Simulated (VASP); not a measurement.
# YTi2 (C15 type) (Fd-3m) in VASP: density of states with PBEsol

Aim: the density of states of YTi2 (C15 type) with PBEsol.

Program: VASP 6.6.1. These are calculated values, not measurements. Logs are shortened: lines on timing, memory, paths and dates and some standing lists are left out, and cuts for length are marked.

### 1 The cell of the first run

The structure is cubic, space group Fd-3m (No. 227). Conventional cell: a = 8.028 Å, b = 8.028 Å, c = 8.028 Å, α = 90.00°, β = 90.00°, γ = 90.00°. Within 4.4 Å of Y (site symmetry -43m) lie 12 Ti at 3.33 Å and 4 Y at 3.48 Å. Ti (site symmetry -3m) has 6 Ti at 2.84 Å and 6 Y at 3.33 Å within 3.7 Å.

### 2 Density of states, PBEsol

Input file POSCAR:

```
YTi2
1.0
    0.0000000000      4.0142074251      4.0142074251
    4.0142074251      0.0000000000      4.0142074251
    4.0142074251      4.0142074251      0.0000000000
Y Ti
2 4
Direct
    0.1250000000      0.1250000000      0.1250000000
   -0.1250000000     -0.1250000000     -0.1250000000
    0.5000000000      0.5000000000      0.5000000000
    0.5000000000      0.5000000000      0.0000000000
    0.5000000000      0.0000000000      0.5000000000
    0.0000000000      0.5000000000      0.5000000000
```

Input file INCAR.step1:

```
SYSTEM = YTi2
PREC     = Accurate       ! precision mode
ENCUT    = 520            ! plane-wave cutoff, eV
EDIFF    = 1E-7           ! SCF threshold, eV
ISMEAR   = -1             ! smearing method
SIGMA    = 0.05           ! smearing width, eV
LREAL    = .FALSE.        ! projectors in reciprocal space
LASPH    = .TRUE.         ! aspherical terms in the spheres
NELM     = 100            ! most SCF steps
ALGO     = Normal         ! electronic algorithm
ISIF     = 2              ! what is computed and relaxed
LWAVE    = .FALSE.        ! write WAVECAR
LCHARG   = .TRUE.         ! write CHGCAR
LMAXMIX  = 4              ! l up to which the mixer works
GGA      = PS             ! functional
NBANDS   = 44             ! bands
```

Input file KPOINTS.step1:

```
regular mesh
0
G
  7 7 7
  0 0 0
```

Input file INCAR.step2:

```
SYSTEM = YTi2
PREC     = Accurate       ! precision mode
ENCUT    = 520            ! plane-wave cutoff, eV
EDIFF    = 1E-7           ! SCF threshold, eV
ISMEAR   = -5             ! smearing method
SIGMA    = 0.05           ! smearing width, eV
LREAL    = .FALSE.        ! projectors in reciprocal space
LASPH    = .TRUE.         ! aspherical terms in the spheres
NELM     = 100            ! most SCF steps
ALGO     = Normal         ! electronic algorithm
ISIF     = 2              ! what is computed and relaxed
LWAVE    = .FALSE.        ! write WAVECAR
LCHARG   = .FALSE.        ! write CHGCAR
LMAXMIX  = 4              ! l up to which the mixer works
GGA      = PS             ! functional
LORBIT   = 11             ! projections on sites
NBANDS   = 44             ! bands
NEDOS    = 2001           ! points of the DOS
ICHARG   = 11             ! starting density
```

Input file KPOINTS.step2:

```
regular mesh
0
G
  11 11 11
  0 0 0
```

Potentials or basis: VASP PAW PBE potentials, release 64 (Y_sv, Ti_sv).

Started as:

```sh
$ cat potpaw_PBE.64/Y_sv/POTCAR potpaw_PBE.64/Ti_sv/POTCAR > POTCAR
$ cp INCAR.step1 INCAR
$ cp KPOINTS.step1 KPOINTS
$ mpirun -np 1 vasp_std > vasp.out
$ cp INCAR.step2 INCAR
$ cp KPOINTS.step2 KPOINTS
$ mpirun -np 1 vasp_std > vasp.out
```

OUTCAR:

```text
SYSTEM = YTi2
   PREC = Accurate
   ENCUT = 520
   EDIFF = 1E-7
   ISMEAR = -5
   LREAL = .FALSE.
   LASPH = .TRUE.
   NELM = 100
   ISIF = 2
   GGA = PS
   LORBIT = 11
   ICHARG = 11

 ion  position               nearest neighbor table
   1  0.125  0.125  0.125-   5 3.33   6 3.33   5 3.33   6 3.33   3 3.33   4 3.33   3 3.33   4 3.33
                             6 3.33   4 3.33   3 3.33   5 3.33   2 3.48   2 3.48   2 3.48   2 3.48
   2  0.875  0.875  0.875-   3 3.33   4 3.33   3 3.33   4 3.33   5 3.33   6 3.33   5 3.33   6 3.33
                             6 3.33   4 3.33   3 3.33   5 3.33   1 3.48   1 3.48   1 3.48   1 3.48
   3  0.500  0.500  0.500-   4 2.84   5 2.84   6 2.84   4 2.84   5 2.84   6 2.84   2 3.33   1 3.33
                             2 3.33   1 3.33   2 3.33   1 3.33
   4  0.500  0.500  0.000-   3 2.84   3 2.84   5 2.84   6 2.84   5 2.84   6 2.84   2 3.33   1 3.33
                             2 3.33   1 3.33   1 3.33   2 3.33
   5  0.500  0.000  0.500-   3 2.84   4 2.84   3 2.84   4 2.84   6 2.84   6 2.84   2 3.33   1 3.33
                             2 3.33   1 3.33   2 3.33   1 3.33
   6  0.000  0.500  0.500-   3 2.84   4 2.84   5 2.84   3 2.84   4 2.84   5 2.84   2 3.33   1 3.33
                             2 3.33   1 3.33   1 3.33   2 3.33

  LATTYP: Found a face centered cubic cell.
 ALAT       =     8.0284148502

  Lattice vectors:

 A1 = (   0.0000000000,   4.0142074251,   4.0142074251)
 A2 = (   4.0142074251,   0.0000000000,   4.0142074251)
 A3 = (   4.0142074251,   4.0142074251,   0.0000000000)

Analysis of symmetry for initial positions (statically):
=====================================================================
 Subroutine PRICEL returns:
 Original cell was already a primitive cell.

 Routine SETGRP: Setting up the symmetry group for a
 face centered cubic supercell.

 Subroutine GETGRP returns: Found 48 space group operations
 (whereof 12 operations were pure point group operations)
 out of a pool of 48 trial point group operations.

The static configuration has the point symmetry D_3d.
 The point group associated with its full space group is O_h .

Analysis of symmetry for dynamics (positions and initial velocities):
=====================================================================
 Subroutine PRICEL returns:
 Original cell was already a primitive cell.

 Routine SETGRP: Setting up the symmetry group for a
 face centered cubic supercell.

 Subroutine GETGRP returns: Found 48 space group operations
 (whereof 12 operations were pure point group operations)
 out of a pool of 48 trial point group operations.

The dynamic configuration has the point symmetry D_3d.
 The point group associated with its full space group is O_h .

 Subroutine INISYM returns: Found 48 space group operations
 (whereof 12 operations are pure point group operations),
 and found     1 'primitive' translations

----------------------------------------------------------------------------------------

                                     Primitive cell

  volume of cell :     129.3688

  direct lattice vectors                    reciprocal lattice vectors
     0.000000000  4.014207425  4.014207425    -0.124557589  0.124557589  0.124557589
     4.014207425  0.000000000  4.014207425     0.124557589 -0.124557589  0.124557589
     4.014207425  4.014207425  0.000000000     0.124557589  0.124557589 -0.124557589

  length of vectors
     5.676946583  5.676946583  5.676946583     0.215740073  0.215740073  0.215740073

  position of ions in fractional coordinates (direct lattice)
     0.125000000  0.125000000  0.125000000
     0.875000000  0.875000000  0.875000000
     0.500000000  0.500000000  0.500000000
     0.500000000  0.500000000  0.000000000
     0.500000000  0.000000000  0.500000000
     0.000000000  0.500000000  0.500000000

  ion indices of the primitive-cell ions
   primitive index   ion index
                 1           1
                 2           2
                 3           3
                 4           4
                 5           5
                 6           6

----------------------------------------------------------------------------------------

 KPOINTS: regular mesh

Automatic generation of k-mesh.
 Grid dimensions read from file:
 generate k-points for:   11   11   11

 Generating k-lattice:

  Cartesian coordinates                     Fractional coordinates (reciprocal lattice)
    -0.011323417  0.011323417  0.011323417     0.090909091  0.000000000  0.000000000
     0.011323417 -0.011323417  0.011323417     0.000000000  0.090909091  0.000000000
     0.011323417  0.011323417 -0.011323417     0.000000000  0.000000000  0.090909091

  Length of vectors
     0.019612734  0.019612734  0.019612734

  Shift w.r.t. Gamma in fractional coordinates (k-lattice)
     0.000000000  0.000000000  0.000000000

 TETIRR: Found    201 inequivalent tetrahedra from     7986

 Subroutine IBZKPT returns following result:
 ===========================================

 Found     56 irreducible k-points:

 Following reciprocal coordinates:
            Coordinates               Weight
  0.000000  0.000000  0.000000      1.000000
  0.090909  0.000000  0.000000      8.000000
  0.181818  0.000000  0.000000      8.000000
  0.272727  0.000000  0.000000      8.000000
  0.363636  0.000000  0.000000      8.000000
  0.454545  0.000000  0.000000      8.000000
[... 16 lines left out ...]
 -0.272727  0.181818  0.000000     24.000000
 -0.181818  0.181818  0.000000     12.000000
 [... further k-points ...]
   k-points           NKPTS =     56   k-points in BZ     NKDIM =     56   number of bands    NBANDS=     44
   number of dos      NEDOS =   2001   number of ions     NIONS =      6
   total plane-waves  NPLWV =  74088
   dimension x,y,z NGX =    42 NGY =   42 NGZ =   42
   dimension x,y,z NGXF=    84 NGYF=   84 NGZF=   84
   ions per type =               2   4
   NGX,Y,Z   is equivalent  to a cutoff of  12.30, 12.30, 12.30 a.u.
   NGXF,Y,Z  is equivalent  to a cutoff of  24.60, 24.60, 24.60 a.u.
 SYSTEM =  YTi2
   PREC   = accura    normal or accurate (medium, high low for compatibility)
   ISTART =      0    job   : 0-new  1-cont  2-samecut
   ICHARG =     11    charge: 1-file 2-atom 10-const
   ISPIN  =      1    spin polarized calculation?
   LNONCOLLINEAR =      F non collinear calculations
   LSORBIT =      F    spin-orbit coupling
   LASPH  =      T    aspherical Exc in radial PAW
   ENCUT  =  520.0 eV  38.22 Ry    6.18 a.u.  10.56 10.56 10.56*2*pi/ulx,y,z
   NELM   =    100;   NELMIN=  2; NELMDL=  0     # of ELM steps
   EDIFF  = 0.1E-06   stopping-criterion for ELM
   LREAL  =      F    real-space projection
   EDIFFG = 0.1E-05   stopping-criterion for IOM
   NSW    =      0    number of steps for IOM
   IBRION =     -1    ionic relax: 0-MD 1-quasi-New 2-CG
   NFREE  =      0    steps in history (QN), initial steepest desc. (CG)
   ISIF   =      2    stress and relaxation
   ISYM   =      2    0-nonsym 1-usesym 2-fastsym
   POTIM  = 0.5000    time-step for ionic-motion
   TEBEG  =    0.0;   TEEND  =   0.0 temperature during run
   PSTRESS=    0.0 pullay stress
   NELECT =      70.0000    total number of electrons
   NUPDOWN=      -1.0000    fix difference up-down
   EMIN   =  10.00;   EMAX   =-10.00  energy-range for DOS
   EFERMI =   0.00;   METHOD = LEGACY
   ISMEAR =    -5;   SIGMA  =   0.05  broadening in eV -4-tet -1-fermi 0-gaus
   EFERMI_NEDOS =   21; number of points for ismear=-14 and -15
   IALGO  =     38    algorithm
   IMIX   =      4    mixing-type and parameters
     AMIX     =   0.40;   BMIX     =  1.00
     AMIX_MAG =   1.60;   BMIX_MAG =  1.00
  volume/ion in A,a.u.               =      21.56       145.50
  Fermi-wavevector in a.u.,A,eV,Ry     =   1.334026  2.520944 24.213281  1.779626
  Thomas-Fermi vector in A             =   2.462839
   LORBIT       =     11    0 simple, 1 ext, 2 COOP (PROOUT), +10 PAW based schemes
   GGA     = PS    functional components
   LHFCALC =     F    Hartree Fock is set to
   AEXX    =    0.0000 exact exchange contribution
   IVDW    =     0    specifies the selected vdW correction
   LEPSILON=     F    determine dielectric tensor
   LRPA    =     F    only Hartree local field effects (RPA)
 non-spin polarized calculation
 Fermi weights with tetrahedron method with Bloechl corrections
  energy-cutoff  :      520.00
  volume of cell :      129.37
 maximum number of plane-waves:      3517

 number of electron      69.9999974 magnetization

 Free energy of the ion-electron system (eV)
  ---------------------------------------------------
  ext. energy  EPLUGINS =         0.00000000
  ---------------------------------------------------
  free energy    TOTEN  =       -44.83435235 eV

  energy without entropy =      -44.83435235  energy(sigma->0) =      -44.83435235

 E-fermi :   5.8151     XC(G=0): -10.8396

 val. band max:        5.8232320418   @ k =   0.4545   0.1818   0.0909
 cond. band min:       5.7967527471   @ k =   0.0909   0.0000   0.0000
 fundamental gap:     -0.0264792946
 Fermi energy:         5.8151027932

 k-point     1 :       0.0000    0.0000    0.0000
  band No.  band energies     occupation
      1     -50.4661      2.00000
      2     -50.3569      2.00000
      3     -50.3569      2.00000
      4     -50.3569      2.00000
      5     -36.0493      2.00000
      6     -35.9834      2.00000
[... 36 lines left out ...]
     43       7.6951      0.00000
     44       7.9961      0.00000
[... 1040 lines left out ...]
      4     -50.3569      2.00000
      5     -36.0400      2.00000
      6     -35.9931      2.00000
[... 36 lines left out ...]
     43       7.5699      0.00000
     44       7.7584      0.00000

 [... further k-points ...]

------------------------ aborting loop because EDIFF is reached ----------------------------------------

  FORCE on cell =-STRESS in cart. coord.  units (eV):
  Direction    XX          YY          ZZ          XY          YZ          ZX
  --------------------------------------------------------------------------------------
  -------------------------------------------------------------------------------------
  Total       -0.3445324     -0.3445324     -0.3445324      0.0000000     -0.0000000     -0.0000000
  in kB       -4.2668875     -4.2668875     -4.2668875      0.0000000     -0.0000000     -0.0000000
  external PRESSURE =      -4.2668875 kB  Pullay stress =       0.0000000 kB

 VOLUME and BASIS-vectors are now :
 -----------------------------------------------------------------------------
  energy-cutoff  :      520.00
  volume of cell :      129.37
      direct lattice vectors                 reciprocal lattice vectors
     0.000000000  4.014207425  4.014207425    -0.124557589  0.124557589  0.124557589
     4.014207425  0.000000000  4.014207425     0.124557589 -0.124557589  0.124557589
     4.014207425  4.014207425  0.000000000     0.124557589  0.124557589 -0.124557589

 POSITION                                       TOTAL-FORCE (eV/Angst)
 -----------------------------------------------------------------------------------
      1.00355      1.00355      1.00355        -0.000000     -0.000000     -0.000000
      7.02486      7.02486      7.02486         0.000000      0.000000      0.000000
      4.01421      4.01421      4.01421        -0.000000     -0.000000     -0.000000
      2.00710      2.00710      4.01421        -0.000000     -0.000000     -0.000000
      2.00710      4.01421      2.00710        -0.000000     -0.000000     -0.000000
      4.01421      2.00710      2.00710        -0.000000     -0.000000     -0.000000
 -----------------------------------------------------------------------------------
    total drift:                               -0.000000     -0.000000     -0.000000

  FREE ENERGIE OF THE ION-ELECTRON SYSTEM (eV)
  ---------------------------------------------------
  free  energy   TOTEN  =       -44.8343523466 eV

  energy  without entropy=      -44.8343523466  energy(sigma->0) =      -44.83435235

 total charge

# of ion       s       p       d       f       tot
--------------------------------------------------
    1        2.272   6.339   1.014   0.018   9.642
    2        2.272   6.339   1.014   0.018   9.642
    3        2.260   6.074   1.942   0.000  10.276
    4        2.260   6.074   1.942   0.000  10.276
    5        2.260   6.074   1.942   0.000  10.276
    6        2.260   6.074   1.942   0.000  10.276
--------------------------------------------------
tot         13.581  36.972   9.797   0.036  60.387
```

Wall time 16 min (1 thread of AMD EPYC 7R13, shared host); peak memory 0.4 GiB.

What came out:

- Valence electrons inside the program's atomic spheres: Y 9.64; Ti 10.28

Levels at points of the mesh, in eV from the Fermi level:
| k point | band 33 | band 34 | band 35 | band 36 | band 37 | band 38 |
| --- | --- | --- | --- | --- | --- | --- |
| (0.00, 0.00, 0.00) | -0.15 | -0.15 | -0.06 | -0.06 | 0.40 | 0.40 |

Caveat: the PAW data sets were made with another functional, which shifts forces and pressure a little; tetrahedron occupations give inexact forces and stress in metals.
